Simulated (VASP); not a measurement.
# SiNi2 (Pnma) in VASP: single point with PBE

Aim: the single point of SiNi2 with PBE.

Program: VASP 6.6.1. These are calculated values, not measurements. Logs are shortened: lines on timing, memory, paths and dates and some standing lists are left out, and cuts for length are marked.

### 1 The cell of the first run

It takes space group Pnma (No. 62, orthorhombic). Conventional cell: a = 5.021 Å, b = 3.731 Å, c = 7.076 Å, α = 90.00°, β = 90.00°, γ = 90.00°. Si (site symmetry m) has 11 Ni at 2.31 to 3.34 Å and 4 Si at 3.16 to 3.27 Å within 3.4 Å. Within 3.1 Å of Ni (site symmetry m) lie 5 Si at 2.35 to 2.58 Å and 8 Ni at 2.58 to 2.72 Å. Ni (site symmetry m) has 5 Si at 2.31 to 2.76 Å and 8 Ni at 2.58 to 2.72 Å within 3.1 Å.

### 2 Single point, PBE

The input, INCAR:

```
SYSTEM = SiNi2
ALGO = Fast
EDIFF = 1E-7
ENCUT = 520
GGA = PE
ISIF = 2
ISMEAR = 0
LASPH = .True.
LCHARG = .True.
LELF = .True.
LREAL = .False.
LVHAR = .True.
LWAVE = .False.
NBANDS = 60
NELM = 80
PREC = Accurate
SIGMA = 0.1
```

The input, KPOINTS:

```
k-points
0
Gamma
  9 7 5
  0 0 0
```

The input, POSCAR:

```
SiNi2
1.0
    3.7306708084      0.0000000000      0.0000000000
    0.0000000000      5.0212855182      0.0000000000
    0.0000000000      0.0000000000      7.0758908529
Si Ni
4 8
Direct
    0.7500000000      0.2869929313      0.6146319425
    0.2500000000      0.7130070687      0.3853680575
    0.7500000000      0.7869929313      0.8853680575
    0.2500000000      0.2130070687      0.1146319425
    0.7500000000      0.4594187838      0.2961226571
    0.2500000000      0.5405812162      0.7038773429
    0.7500000000      0.9594187838      0.2038773429
    0.2500000000      0.0405812162      0.7961226571
    0.7500000000      0.3306369562      0.9396510496
    0.2500000000      0.6693630438      0.0603489504
    0.7500000000      0.8306369562      0.5603489504
    0.2500000000      0.1693630438      0.4396510496
```

Potentials or basis: VASP PAW PBE potentials, release 64 (Si, Ni).

The run is started by

```sh
$ cat potpaw_PBE.64/Si/POTCAR potpaw_PBE.64/Ni/POTCAR > POTCAR
$ mpirun -np 1 vasp_std > vasp.out
```

OUTCAR:

```text
SYSTEM = SiNi2
   EDIFF = 1E-7
   ENCUT = 520
   GGA = PE
   ISIF = 2
   ISMEAR = 0
   LASPH = .True.
   LREAL = .False.
   NELM = 80
   PREC = Accurate

 ion  position               nearest neighbor table
   1  0.750  0.287  0.615-   9 2.31  12 2.32  12 2.32  11 2.32   6 2.35   6 2.35   5 2.41   8 2.58
                             8 2.58  11 2.76
   2  0.250  0.713  0.385-  10 2.31  11 2.32  11 2.32  12 2.32   5 2.35   5 2.35   6 2.41   7 2.58
                             7 2.58  12 2.76
   3  0.750  0.787  0.885-  11 2.31  10 2.32  10 2.32   9 2.32   8 2.35   8 2.35   7 2.41   6 2.58
                             6 2.58   9 2.76
   4  0.250  0.213  0.115-  12 2.31   9 2.32   9 2.32  10 2.32   7 2.35   7 2.35   8 2.41   5 2.58
                             5 2.58  10 2.76
   5  0.750  0.459  0.296-   2 2.35   2 2.35   1 2.41  12 2.58  12 2.58   4 2.58   4 2.58   7 2.59
                             7 2.59   9 2.60  11 2.64  10 2.72  10 2.72
   6  0.250  0.541  0.704-   1 2.35   1 2.35   2 2.41  11 2.58  11 2.58   3 2.58   3 2.58   8 2.59
                             8 2.59  10 2.60  12 2.64   9 2.72   9 2.72
   7  0.750  0.959  0.204-   4 2.35   4 2.35   3 2.41  10 2.58  10 2.58   2 2.58   2 2.58   5 2.59
                             5 2.59  11 2.60   9 2.64  12 2.72  12 2.72
   8  0.250  0.041  0.796-   3 2.35   3 2.35   4 2.41   9 2.58   9 2.58   1 2.58   1 2.58   6 2.59
                             6 2.59  12 2.60  10 2.64  11 2.72  11 2.72
   9  0.750  0.331  0.940-   1 2.31   4 2.32   4 2.32   3 2.32   8 2.58   8 2.58   5 2.60   7 2.64
                            10 2.66  10 2.66   6 2.72   6 2.72   3 2.76
  10  0.250  0.669  0.060-   2 2.31   3 2.32   3 2.32   4 2.32   7 2.58   7 2.58   6 2.60   8 2.64
                             9 2.66   9 2.66   5 2.72   5 2.72   4 2.76
  11  0.750  0.831  0.560-   3 2.31   2 2.32   2 2.32   1 2.32   6 2.58   6 2.58   7 2.60   5 2.64
                            12 2.66  12 2.66   8 2.72   8 2.72   1 2.76
  12  0.250  0.169  0.440-   4 2.31   1 2.32   1 2.32   2 2.32   5 2.58   5 2.58   8 2.60   6 2.64
                            11 2.66  11 2.66   7 2.72   7 2.72   2 2.76

  LATTYP: Found a simple orthorhombic cell.
 ALAT       =     3.7306708084
 B/A-ratio  =     1.3459470900
 C/A-ratio  =     1.8966805747

  Lattice vectors:

 A1 = (   3.7306708084,   0.0000000000,   0.0000000000)
 A2 = (   0.0000000000,   5.0212855182,   0.0000000000)
 A3 = (   0.0000000000,   0.0000000000,   7.0758908529)

Analysis of symmetry for initial positions (statically):
=====================================================================
 Subroutine PRICEL returns:
 Original cell was already a primitive cell.

 Routine SETGRP: Setting up the symmetry group for a
 simple orthorhombic supercell.

 Subroutine GETGRP returns: Found  8 space group operations
 (whereof  2 operations were pure point group operations)
 out of a pool of  8 trial point group operations.

The static configuration has the point symmetry S_2 .
 The point group associated with its full space group is D_2h.

Analysis of symmetry for dynamics (positions and initial velocities):
=====================================================================
 Subroutine PRICEL returns:
 Original cell was already a primitive cell.

 Routine SETGRP: Setting up the symmetry group for a
 simple orthorhombic supercell.

 Subroutine GETGRP returns: Found  8 space group operations
 (whereof  2 operations were pure point group operations)
 out of a pool of  8 trial point group operations.

The dynamic configuration has the point symmetry S_2 .
 The point group associated with its full space group is D_2h.

 Subroutine INISYM returns: Found  8 space group operations
 (whereof  2 operations are pure point group operations),
 and found     1 'primitive' translations

----------------------------------------------------------------------------------------

                                     Primitive cell

  volume of cell :     132.5510

  direct lattice vectors                    reciprocal lattice vectors
     3.730670808  0.000000000  0.000000000     0.268048309  0.000000000  0.000000000
     0.000000000  5.021285518  0.000000000     0.000000000  0.199152188  0.000000000
     0.000000000  0.000000000  7.075890853     0.000000000  0.000000000  0.141324961

  length of vectors
     3.730670808  5.021285518  7.075890853     0.268048309  0.199152188  0.141324961

  position of ions in fractional coordinates (direct lattice)
     0.750000000  0.286992931  0.614631942
     0.250000000  0.713007069  0.385368058
     0.750000000  0.786992931  0.885368058
     0.250000000  0.213007069  0.114631942
     0.750000000  0.459418784  0.296122657
     0.250000000  0.540581216  0.703877343
     0.750000000  0.959418784  0.203877343
     0.250000000  0.040581216  0.796122657
     0.750000000  0.330636956  0.939651050
     0.250000000  0.669363044  0.060348950
     0.750000000  0.830636956  0.560348950
     0.250000000  0.169363044  0.439651050

  ion indices of the primitive-cell ions
   primitive index   ion index
                 1           1
                 2           2
                 3           3
                 4           4
                 5           5
                 6           6
                 7           7
                 8           8
                 9           9
                10          10
                11          11
                12          12

----------------------------------------------------------------------------------------

 KPOINTS: k-points

Automatic generation of k-mesh.
 Grid dimensions read from file:
 generate k-points for:    9    7    5

 Generating k-lattice:

  Cartesian coordinates                     Fractional coordinates (reciprocal lattice)
     0.029783145  0.000000000  0.000000000     0.111111111  0.000000000  0.000000000
     0.000000000  0.028450313  0.000000000     0.000000000  0.142857143  0.000000000
     0.000000000  0.000000000  0.028264992     0.000000000  0.000000000  0.200000000

  Length of vectors
     0.029783145  0.028450313  0.028264992

  Shift w.r.t. Gamma in fractional coordinates (k-lattice)
     0.000000000  0.000000000  0.000000000

 Subroutine IBZKPT returns following result:
 ===========================================

 Found     60 irreducible k-points:

 Following reciprocal coordinates:
            Coordinates               Weight
  0.000000  0.000000  0.000000      1.000000
  0.111111  0.000000  0.000000      2.000000
  0.222222  0.000000  0.000000      2.000000
  0.333333  0.000000  0.000000      2.000000
  0.444444  0.000000  0.000000      2.000000
  0.000000  0.142857  0.000000      2.000000
[... 16 lines left out ...]
  0.222222  0.000000  0.200000      4.000000
  0.333333  0.000000  0.200000      4.000000
 [... further k-points ...]
   k-points           NKPTS =     60   k-points in BZ     NKDIM =     60   number of bands    NBANDS=     60
   number of dos      NEDOS =    301   number of ions     NIONS =     12
   total plane-waves  NPLWV =  60480
   dimension x,y,z NGX =    28 NGY =   40 NGZ =   54
   dimension x,y,z NGXF=    56 NGYF=   80 NGZF=  108
   ions per type =               4   8
   NGX,Y,Z   is equivalent  to a cutoff of  12.48, 13.24, 12.69 a.u.
   NGXF,Y,Z  is equivalent  to a cutoff of  24.95, 26.49, 25.37 a.u.
 SYSTEM =  SiNi2
   PREC   = accura    normal or accurate (medium, high low for compatibility)
   ISTART =      0    job   : 0-new  1-cont  2-samecut
   ICHARG =      2    charge: 1-file 2-atom 10-const
   ISPIN  =      1    spin polarized calculation?
   LNONCOLLINEAR =      F non collinear calculations
   LSORBIT =      F    spin-orbit coupling
   LASPH  =      T    aspherical Exc in radial PAW
   ENCUT  =  520.0 eV  38.22 Ry    6.18 a.u.   6.94  9.34 13.16*2*pi/ulx,y,z
   NELM   =     80;   NELMIN=  2; NELMDL= -5     # of ELM steps
   EDIFF  = 0.1E-06   stopping-criterion for ELM
   LREAL  =      F    real-space projection
   EDIFFG = 0.1E-05   stopping-criterion for IOM
   NSW    =      0    number of steps for IOM
   IBRION =     -1    ionic relax: 0-MD 1-quasi-New 2-CG
   NFREE  =      0    steps in history (QN), initial steepest desc. (CG)
   ISIF   =      2    stress and relaxation
   ISYM   =      2    0-nonsym 1-usesym 2-fastsym
   POTIM  = 0.5000    time-step for ionic-motion
   TEBEG  =    0.0;   TEEND  =   0.0 temperature during run
   PSTRESS=    0.0 pullay stress
   NELECT =      96.0000    total number of electrons
   NUPDOWN=      -1.0000    fix difference up-down
   EMIN   =  10.00;   EMAX   =-10.00  energy-range for DOS
   EFERMI =   0.00;   METHOD = LEGACY
   ISMEAR =     0;   SIGMA  =   0.10  broadening in eV -4-tet -1-fermi 0-gaus
   EFERMI_NEDOS =   21; number of points for ismear=-14 and -15
   IALGO  =     68    algorithm
   IMIX   =      4    mixing-type and parameters
     AMIX     =   0.40;   BMIX     =  1.00
     AMIX_MAG =   1.60;   BMIX_MAG =  1.00
  volume/ion in A,a.u.               =      11.05        74.54
  Fermi-wavevector in a.u.,A,eV,Ry     =   1.470181  2.778240 29.408085  2.161433
  Thomas-Fermi vector in A             =   2.585469
   LORBIT       =      0    0 simple, 1 ext, 2 COOP (PROOUT), +10 PAW based schemes
   GGA     = PE    functional components
   LHFCALC =     F    Hartree Fock is set to
   AEXX    =    0.0000 exact exchange contribution
   IVDW    =     0    specifies the selected vdW correction
   LEPSILON=     F    determine dielectric tensor
   LRPA    =     F    only Hartree local field effects (RPA)
 non-spin polarized calculation
 RMM-DIIS sequential band-by-band and
 Gauss-broadening in eV      SIGMA  =   0.10
  energy-cutoff  :      520.00
  volume of cell :      132.55
 maximum number of plane-waves:      3592
 NGX is ok and might be reduce to    28
   NGX = 13   NGY = 19   NGZ = 27

 number of electron      95.9999960 magnetization

 Free energy of the ion-electron system (eV)
  ---------------------------------------------------
  ext. energy  EPLUGINS =         0.00000000
  ---------------------------------------------------
  free energy    TOTEN  =       -72.11181468 eV

  energy without entropy =      -72.08426084  energy(sigma->0) =      -72.09803776

 E-fermi :  10.9626     XC(G=0): -12.8650

 val. band max:       10.9426752931   @ k =   0.3333   0.4286   0.4000
 cond. band min:      10.9660411821   @ k =   0.3333   0.4286   0.2000
 fundamental gap:      0.0233658890
 Fermi energy:        10.9625914154

 k-point     1 :       0.0000    0.0000    0.0000
  band No.  band energies     occupation
      1      -1.5896      2.00000
      2       0.9669      2.00000
      3       1.0173      2.00000
      4       2.8032      2.00000
      5       4.4044      2.00000
      6       4.8803      2.00000
[... 52 lines left out ...]
     59      16.0585      0.00000
     60      16.2190      0.00000

 k-point     2 :       0.1111    0.0000    0.0000
  band No.  band energies     occupation
      1      -1.4614      2.00000
      2       1.0634      2.00000
      3       1.1005      2.00000
      4       2.8305      2.00000
      5       4.5105      2.00000
      6       4.9123      2.00000
[... 52 lines left out ...]
     59      16.2663      0.00000
     60      16.5587      0.00000

 k-point     3 :       0.2222    0.0000    0.0000
  band No.  band energies     occupation
      1      -1.0832      2.00000
      2       1.3077      2.00000
      3       1.3417      2.00000
      4       2.8821      2.00000
      5       4.7030      2.00000
      6       4.8128      2.00000
[... 1312 lines left out ...]
     59      16.2496      0.00000
     60      16.5674      0.00000

 k-point    24 :       0.3333    0.0000    0.2000
  band No.  band energies     occupation
      1      -0.3745      2.00000
      2       0.9811      2.00000
      3       2.1064      2.00000
      4       2.8306      2.00000
      5       4.1777      2.00000
      6       4.9753      2.00000
[... 52 lines left out ...]
     59      15.6363      0.00000
     60      16.2009      0.00000

 [... further k-points ...]

------------------------ aborting loop because EDIFF is reached ----------------------------------------

  FORCE on cell =-STRESS in cart. coord.  units (eV):
  Direction    XX          YY          ZZ          XY          YZ          ZX
  --------------------------------------------------------------------------------------
  -------------------------------------------------------------------------------------
  Total        0.0178697      0.1481403      0.0199298     -0.0000000      0.0000000      0.0000000
  in kB        0.2159957      1.7906096      0.2408971     -0.0000000      0.0000000      0.0000000
  external PRESSURE =       0.7491675 kB  Pullay stress =       0.0000000 kB

 VOLUME and BASIS-vectors are now :
 -----------------------------------------------------------------------------
  energy-cutoff  :      520.00
  volume of cell :      132.55
      direct lattice vectors                 reciprocal lattice vectors
     3.730670808  0.000000000  0.000000000     0.268048309  0.000000000  0.000000000
     0.000000000  5.021285518  0.000000000     0.000000000  0.199152188  0.000000000
     0.000000000  0.000000000  7.075890853     0.000000000  0.000000000  0.141324961

 POSITION                                       TOTAL-FORCE (eV/Angst)
 -----------------------------------------------------------------------------------
      2.79800      1.44107      4.34907         0.000000     -0.012057     -0.004338
      0.93267      3.58021      2.72682         0.000000      0.012057      0.004338
      2.79800      3.95172      6.26477         0.000000     -0.012057      0.004338
      0.93267      1.06957      0.81112         0.000000      0.012057     -0.004338
      2.79800      2.30687      2.09533         0.000000     -0.014936     -0.010763
      0.93267      2.71441      4.98056        -0.000000      0.014936      0.010763
      2.79800      4.81752      1.44261         0.000000     -0.014936      0.010763
      0.93267      0.20377      5.63328         0.000000      0.014936     -0.010763
      2.79800      1.66022      6.64887        -0.000000     -0.005478      0.004073
      0.93267      3.36106      0.42702         0.000000      0.005478     -0.004073
      2.79800      4.17087      3.96497         0.000000     -0.005478     -0.004073
      0.93267      0.85042      3.11092        -0.000000      0.005478      0.004073
 -----------------------------------------------------------------------------------
    total drift:                                0.000000      0.000000      0.000000

  FREE ENERGIE OF THE ION-ELECTRON SYSTEM (eV)
  ---------------------------------------------------
  free  energy   TOTEN  =       -72.1118146806 eV

  energy  without entropy=      -72.0842608388  energy(sigma->0) =      -72.09803776
```

It took 11 min on 1 thread of Oxide Virtual Turin-like, shared host; peak memory 0.43 GiB.

Results:

```yaml
Free_energy: -72.1118 eV
Pressure: 0.1 GPa
Largest_force: 0.018 eV/Å
Band_gap_on_the_k_mesh: zero (bands 48 and 49 overlap by 1.84 eV)
```

Forces on the atoms (eV/Å):
```
Si   0.000 -0.012 -0.004
Si   0.000  0.012  0.004
Si   0.000 -0.012  0.004
Si   0.000  0.012 -0.004
Ni   0.000 -0.015 -0.011
Ni   0.000  0.015  0.011
Ni   0.000 -0.015  0.011
Ni   0.000  0.015 -0.011
Ni   0.000 -0.005  0.004
Ni   0.000  0.005 -0.004
Ni   0.000 -0.005 -0.004
Ni   0.000  0.005  0.004
```

Stress tensor (GPa, compression positive):
```
0.02 0.00 0.00
0.00 0.18 0.00
0.00 0.00 0.02
```

Levels at points of the mesh, in eV from the Fermi level:
| k point | band 45 | band 46 | band 47 | band 48 | band 49 | band 50 | band 51 | band 52 |
| --- | --- | --- | --- | --- | --- | --- | --- | --- |
| (0.00, 0.00, 0.00) | -0.95 | -0.92 | -0.60 | -0.22 | 0.66 | 0.87 | 1.88 | 2.24 |

The gap in the log of VASP goes by the Fermi energy; the results here count the filled bands.